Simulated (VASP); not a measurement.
Set up this calculation in VASP 6.6.1, as the native input.

- Task: single point
- Functional: PBEsol
- Potentials or basis: VASP PAW PBE potentials, release 64 (Na_pv, Ag, Sb, F)
- Cutoff: 520 eV
- k mesh: 6 × 6 × 6
- Occupations: gaussian, width 0.05 eV
- Spin: no spin polarisation
- Dipole correction: no
- Further INCAR settings: ALGO = Normal; EDIFF = 1e-06; NBANDS = 47

The structure of Na2AgSbF6 lies in POSCAR:

```
Na2AgSbF6
1.0
    0.0000000000      4.5019867343      4.5019867343
    4.5019867343      0.0000000000      4.5019867343
    4.5019867343      4.5019867343      0.0000000000
Na Ag Sb F
2 1 1 6
Direct
    0.7500000000      0.7500000000      0.7500000000
    0.2500000000      0.2500000000      0.2500000000
    0.5000000000      0.5000000000      0.5000000000
    0.0000000000      0.0000000000      0.0000000000
    0.7602568898      0.2397431102      0.2397431102
    0.2397431102      0.2397431102      0.7602568898
    0.2397431102      0.7602568898      0.7602568898
    0.2397431102      0.7602568898      0.2397431102
    0.7602568898      0.2397431102      0.7602568898
    0.7602568898      0.7602568898      0.2397431102
```

These files were run (other wordings do the same):

INCAR

```
SYSTEM = Na2AgSbF6
ALGO = Normal ; EDIFF = 1E-6
ENCUT = 520 ; GGA = PS
ISIF = 2 ; ISMEAR = 0
LASPH = .True. ; LCHARG = .True.
LELF = .True. ; LREAL = .False.
LVHAR = .True. ; LWAVE = .False.
NBANDS = 47 ; NELM = 60
PREC = Accurate ; SIGMA = 0.05
```

KPOINTS

```
k-points
0
Gamma
  6 6 6
  0 0 0
```

Potentials or basis: VASP PAW PBE potentials, release 64 (Na_pv, Ag, Sb, F).

Launch:

```sh
$ cat potpaw_PBE.64/Na_pv/POTCAR potpaw_PBE.64/Ag/POTCAR potpaw_PBE.64/Sb/POTCAR potpaw_PBE.64/F/POTCAR > POTCAR
$ mpirun -np 1 vasp_std > vasp.out
```

Results of the run:

```yaml
Pressure: -0.5 GPa
Largest_force: 0.050 eV/Å
Band_gap_on_the_k_mesh: 1.48 eV (least direct gap 2.38 eV)
```

Caveat: the PAW data sets were made with another functional, which shifts forces and pressure a little; spin-orbit coupling is left out, which moves the levels of the heavy elements.

Run time: 3.6 min on 1 thread of Intel(R) Xeon(R) Platinum 8259CL CPU @ 2.50GHz (Skylake/Cascade Lake), on a shared host, peak memory 0.39 GiB.
